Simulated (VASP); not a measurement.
Write the native input for VASP 6.6.1 that does the following.

```yaml
Task: single point
Functional: PBEsol
Potentials_or_basis: VASP PAW PBE potentials, release 64 (Ru_pv)
Cutoff: 520 eV
k_mesh: 24 × 24 × 14
Occupations: gaussian, width 0.15 eV
Spin: no spin polarisation
Dipole_correction: no
Further_INCAR_settings: ALGO = Fast; EDIFF = 1e-06; NBANDS = 21
```

The structure of Ru lies in POSCAR:

```
Ru
1.0
    2.5550477996      0.0000000000      0.0000000000
   -1.2775238998      2.2127363023      0.0000000000
    0.0000000000      0.0000000000      4.4645169983
Ru
2
Direct
    0.3333333333      0.6666666667      0.2500000000
    0.6666666667      0.3333333333      0.7500000000
```

This cell differs from its parent crystal: strain -0.050 along x and y, +0.050 along z.

The input as run:

INCAR

```
SYSTEM = Ru
PREC = Accurate
ENCUT = 520
EDIFF = 1E-6
ISMEAR = 0
SIGMA = 0.15
LREAL = .False.
LASPH = .True.
NELM = 100
ALGO = Fast
ISIF = 2
LWAVE = .False.
LCHARG = .False.
GGA = PS
NBANDS = 21
```

KPOINTS

```
Automatic mesh
0
Gamma
  24 24 14
  0 0 0
```

Potentials or basis: VASP PAW PBE potentials, release 64 (Ru_pv).

Launch:

```sh
$ cat potpaw_PBE.64/Ru_pv/POTCAR > POTCAR
$ mpirun -np 1 vasp_std > vasp.out
```

Results of the run:

The pressure is 24.6 GPa and the band gap on the k mesh is zero (band 14 reaches 15.98 eV, above the bottom of band 15 at 12.59 eV).

Caveat: the cell differs from its parent crystal (strain -0.050 along x and y, +0.050 along z); the PAW data sets were made with another functional, which shifts forces and pressure a little.

Wall time 110 s on 1 thread of Intel(R) Xeon(R) 6975P-C (Granite Rapids), on a shared host, peak memory 0.3 GiB.
